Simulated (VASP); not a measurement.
Write the native input for VASP 6.6.1 that does the following.

| Item | Value |
| --- | --- |
| Task | single point |
| Functional | r2SCAN |
| Potentials or basis | VASP PAW PBE potentials, release 64 (Nb_sv, As) |
| Cutoff | 520 eV |
| k mesh | 12 × 12 × 6 |
| Occupations | gaussian, width 0.1 eV |
| Spin | collinear spin |
| Starting moments | [1.0, -1.0, 0.0, 0.0] μB |
| Dipole correction | no |
| Further INCAR settings | ALGO = Normal; EDIFF = 1e-07; NBANDS = 30 |

The system is NbAs.

```
Nb As
1.0
     0.00000    2.90678    2.90678
     2.90678    0.00000    2.90678
     5.81356    5.81356    0.00000
Nb As
2 2
Direct
  0.00000 0.00000 0.00000
  0.00000 0.00000 0.50000
  0.25000 0.25000 0.12500
  0.25000 0.25000 0.62500
```

One way to write it, as run:

POSCAR

```
NbAs
1.0
    0.0000000000      2.9067815011      2.9067815011
    2.9067815011      0.0000000000      2.9067815011
    5.8135630022      5.8135630022      0.0000000000
Nb As
2 2
Direct
    1.0000000000      0.0000000000      0.0000000000
    1.0000000000      0.0000000000      0.5000000000
    0.2500000000      0.2500000000      0.1250000000
    0.2500000000      0.2500000000      0.6250000000
```

INCAR.step1

```
  PREC = Accurate
  ENCUT = 520
  ISMEAR = 0
  SIGMA = 0.1
  LREAL = F
  LASPH = T
  NELM = 150
  ISPIN = 2
  MAGMOM = 1 -1 0 0
  LMAXMIX = 4
  NBANDS = 30
  GGA = PE
  ALGO = Normal
  EDIFF = 1E-4
  LWAVE = T
  LCHARG = F
  KPAR = 4
```

INCAR.step2

```
  PREC = Accurate
  ENCUT = 520
  EDIFF = 1E-7
  ISMEAR = 0
  SIGMA = 0.1
  LREAL = F
  LASPH = T
  NELM = 150
  ALGO = Normal
  ISIF = 2
  LWAVE = F
  LCHARG = T
  ISPIN = 2
  MAGMOM = 1 -1 0 0
  LORBIT = 11
  LMAXMIX = 4
  METAGGA = R2SCAN
  LMIXTAU = T
  LVHAR = T
  NBANDS = 30
  ISTART = 1
  KPAR = 4
```

KPOINTS

```
Automatic mesh
0
Gamma
  12 12 6
```

Potentials or basis: VASP PAW PBE potentials, release 64 (Nb_sv, As).

Launch:

```sh
$ cat potpaw_PBE.64/Nb_sv/POTCAR potpaw_PBE.64/As/POTCAR > POTCAR
$ cp INCAR.step1 INCAR
$ mpirun -np 4 vasp_std > vasp.out
$ cp INCAR.step2 INCAR
$ mpirun -np 4 vasp_std > vasp.out
```

It gave:

| Item | Value |
| --- | --- |
| Pressure | 0.2 GPa |
| Band gap on the k mesh | zero (filled and empty bands overlap) |
| Net moment | 0.00 μB per cell |
| Site moments | Nb +0.75, -0.75; As -0.03, +0.03 μB |
| Valence electrons inside the program's atomic spheres | Nb 10.63; As 2.99 |

Caveat: the PAW data sets were made with another functional, which shifts forces and pressure a little.

It took 30 min on 4 MPI ranks on Oxide Virtual Turin-like Processor (shared host), peak memory 0.6 GiB a rank.
